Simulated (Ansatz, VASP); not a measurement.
## One calculation of K2SiB2, two programs

INCAR

```
SYSTEM = K2SiB2
PREC     = Accurate       ! precision mode
ENCUT    = 600            ! plane-wave cutoff, eV
EDIFF    = 1E-6           ! SCF threshold, eV
ISMEAR   = 0              ! smearing method
SIGMA    = 0.1            ! smearing width, eV
LREAL    = .False.        ! projectors in reciprocal space
LASPH    = .True.         ! aspherical terms in the spheres
NELM     = 80             ! most SCF steps
ALGO     = Normal         ! electronic algorithm
ISIF     = 3              ! what is computed and relaxed
LWAVE    = .False.        ! write WAVECAR
LCHARG   = .False.        ! write CHGCAR
GGA      = PE             ! functional
IBRION   = 2              ! ionic algorithm
NSW      = 90             ! ionic steps
EDIFFG   = -0.04          ! ionic threshold
```

File KPOINTS:

```
Automatic mesh
0
Gamma
  6 6 4
  0 0 0
```

POSCAR

```
K2SiB2
1.0
    5.1733519900      0.0000000000      0.0000000000
   -2.5866760000      4.4802542500      0.0000000000
    0.0000000000      0.0000000000      4.3104929600
K Si B
2 1 2
Direct
    0.3333333300      0.6666666700      0.5000000000
    0.6666666700      0.3333333300      0.5000000000
    0.0000000000      0.0000000000      0.0000000000
    0.3333333300      0.6666666700      0.0000000000
    0.6666666700      0.3333333300      0.0000000000
```

Input for Ansatz:

```yaml
crystal:
  lattice:
    - [5.17335199, 0.0, 0.0]
    - [-2.586676, 4.48025425, 0.0]
    - [0.0, 0.0, 4.31049296]
  atoms:
    - { symbol: K, position: [0.33333333, 0.66666667, 0.5] }
    - { symbol: K, position: [0.66666667, 0.33333333, 0.5] }
    - { symbol: Si, position: [0.0, 0.0, 0.0] }
    - { symbol: B, position: [0.33333333, 0.66666667, 0.0] }
    - { symbol: B, position: [0.66666667, 0.33333333, 0.0] }
basis:
  ecutwfc: 420
kpoints:
  mp_grid: { grid: [6, 6, 4] }
hamiltonian:
  xc: pbe
scf:
  occupations: { method: gaussian, width: 0.1 }
  lower_state_search: "off"
output:
  forces: true
  stress: true
  eigenvalues: true
relax:
  adjacent_minimum: "off"
  f_tol: 0.04
  max_steps: 70
  cell: { stress_tol: 0.4 }
```

Alike in both runs: task relaxation of cell and atoms; functional PBE; k mesh 6 × 6 × 4; occupations gaussian, width 0.1 eV; no spin polarisation.

|  | VASP | Ansatz |
| --- | --- | --- |
| version | VASP 6.6.1 | Ansatz 0.2.0 |
| potentials or method | VASP PAW PBE potentials, release 64 (K_sv, Si, B), cutoff 600 eV | scalar-relativistic, plane waves, PAW |
| valence electrons in the cell | 28 | 28 |

|  | VASP | Ansatz | Ansatz less VASP |
| --- | --- | --- | --- |
| gap on the k mesh at the Fermi level, each at its own relaxed structure (eV) | none | none | - |
| relaxed volume (Å³/atom) | 19.20 | 19.09 | -0.113 |
| relaxed cell length with the largest relative difference (Å) | 5.636 | 5.623 | -0.0134 |

A gap of «none» marks a metal or a gap that the smearing closes.

The k mesh is coarse, so the values compare programs but aren't converged.
